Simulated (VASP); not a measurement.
GaSb, 2 atoms in the cell. The structure is tetragonal, space group I-4m2 (No. 119). Conventional cell: a = 5.919 Å, b = 5.919 Å, c = 3.162 Å, α = 90.00°, β = 90.00°, γ = 90.00°. Within 4.0 Å of Ga (site symmetry -4m2) lie 8 Sb at 3.06 to 3.79 Å and 2 Ga at 3.16 Å. Sb (site symmetry -4m2) has 8 Ga at 3.06 to 3.79 Å and 2 Sb at 3.16 Å within 4.0 Å. 

* Program: VASP 6.6.1
* Task: single point
* Functional: PBE
* Potentials or basis: VASP PAW PBE potentials, release 64 (Ga_d, Sb)
* Cutoff: 520 eV
* k mesh: 16 × 16 × 16
* Occupations: gaussian, width 0.15 eV
* Spin: no spin polarisation
* Dipole correction: no
* Further INCAR settings: ALGO = Normal; EDIFF = 1e-06; NBANDS = 16

Potentials or basis: VASP PAW PBE potentials, release 64 (Ga_d, Sb).

Launch:

```sh
$ cat potpaw_PBE.64/Ga_d/POTCAR potpaw_PBE.64/Sb/POTCAR > POTCAR
$ mpirun -np 1 vasp_std > vasp.out
```

Hardware: 1 thread of Intel(R) Xeon(R) Platinum 8375C CPU @ 2.90GHz (Ice Lake), with other jobs on the host.

Task: Estimate the wall time of this run.

Result: Run time: 3.5 min on 1 thread of Intel(R) Xeon(R) Platinum 8375C CPU @ 2.90GHz (Ice Lake) (shared host), peak memory 0.45 GiB. Counts: scf iterations 10, k points 349.
